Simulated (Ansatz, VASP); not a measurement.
In in VASP and in Ansatz

Contents of INCAR:

```
ALGO     = Normal         # electronic algorithm
EDIFF    = 1E-6           # SCF threshold, eV
ENCUT    = 520            # plane-wave cutoff, eV
GGA      = PE             # functional
ISIF     = 2              # what is computed and relaxed
ISMEAR   = -1             # smearing method
LASPH    = True           # aspherical terms in the spheres
LCHARG   = True           # write CHGCAR
LELF     = True           # ELF
LREAL    = False          # projectors in reciprocal space
LVHAR    = True         
LWAVE    = False          # write WAVECAR
NBANDS   = 26             # bands
NELM     = 100            # most SCF steps
PREC     = Accurate       # precision mode
SIGMA    = 0.1            # smearing width, eV
```

The input KPOINTS:

```
k-points
0
Gamma
  8 8 11
```

The input POSCAR:

```
In
1.0
    5.2354682548      0.0000000000      0.0000000000
   -2.6177341274      4.5340485093      0.0000000000
    0.0000000000      0.0000000000      3.2459463361
In
3
Direct
    0.0000000000      1.0000000000      0.0000000000
    0.3333333333      0.6666666667      0.5000000000
    0.6666666667      0.3333333333      0.5000000000
```

Input for Ansatz:

```yaml
crystal:
  lattice:
    - [5.2354682548, 0.0, 0.0]
    - [-2.6177341274, 4.5340485093, 0.0]
    - [0.0, 0.0, 3.2459463361]
  atoms:
    - { symbol: In, position: [0.0, 1.0, 0.0] }
    - { symbol: In, position: [0.3333333333, 0.6666666667, 0.5] }
    - { symbol: In, position: [0.6666666667, 0.3333333333, 0.5] }
hamiltonian:
  xc: pbe
  pseudopotentials:
    kind: paw
    azcp:
      In: "pseudopotentials/In.paw.azcp"
basis:
  ecutwfc: 420
  fft_grid_basis: typed
kpoints:
  mp_grid: { grid: [8, 8, 11], shift: [0, 0, 0] }
magnetization:
  spin_polarized: false
scf:
  occupations: { method: fermi_dirac, width: 0.1 }
  lower_state_search: "off"
output:
  stress: true
```

Alike in both runs: task single point; functional PBE; k mesh 8 × 8 × 11; occupations fermi-dirac, width 0.1 eV; no spin polarisation.

```csv
,VASP,Ansatz
version,VASP 6.6.1,Ansatz 0.2.0
potentials or method,"VASP PAW PBE potentials, release 64 (In_d), cutoff 520 eV","plane waves (420 eV) with PAW, scalar-relativistic"
valence electrons in the cell,39,39
```

Ansatz gave:

- pressure (GPa): 3.6
- traceless stress, the component that is largest in VASP (GPa): -0.30

Question: Which values does VASP return?

Answer: Pressure (GPa): 3.5; traceless stress, the component that is largest in VASP (GPa): -0.31.

The functional is the same, so the differences come from potentials, cutoffs and numerics.
